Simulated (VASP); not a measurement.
Here is a VASP 6.6.1 calculation.

INCAR

```
  PREC = Accurate
  ENCUT = 600
  EDIFF = 1E-6
  ISMEAR = 0
  SIGMA = 0.15
  LREAL = F
  LASPH = T
  NELM = 120
  ALGO = Normal
  ISIF = 2
  LWAVE = F
  LCHARG = F
  GGA = PE
  IVDW = 12
  NBANDS = 16
  GGA_COMPAT = F
```

File KPOINTS:

```
Automatic mesh
0
Gamma
  24 24 2
```

Contents of POSCAR:

```
C
1.0
    2.4154120338     -0.0317878230     -0.0141896402
   -1.2352350791      2.1054679761      0.0072364927
   -0.1376924389      0.0015874275     23.4680214289
C
4
Direct
    0.1280225624      0.0164154939      0.5750636412
   -0.0943898714     -0.0136613145      0.4341119103
    0.2550526936      0.6697785723      0.4252506969
    0.7113146154      0.3274672483      0.5655737516
```

Potentials or basis: VASP PAW PBE potentials, release 64 (C).

The run is started by

```sh
$ cat potpaw_PBE.64/C/POTCAR > POTCAR
$ mpirun -np 1 vasp_std > vasp.out
```

Task: Predict the band gap on the k mesh.

Result: Zero (bands 8 and 9 overlap by 0.67 eV).

Task: Estimate the largest force.

Result: 12.489 eV/Å.

Forces on the atoms (eV/Å):
```
C   -11.194  -4.933  -2.437
C     1.693   1.982  -3.422
C    -1.699  -1.994   3.395
C    11.200   4.946   2.463
```

Caveat: the cell differs from its parent crystal (atoms moved at random and the cell strained at random); there is no dipole correction, which matters where the two faces differ.
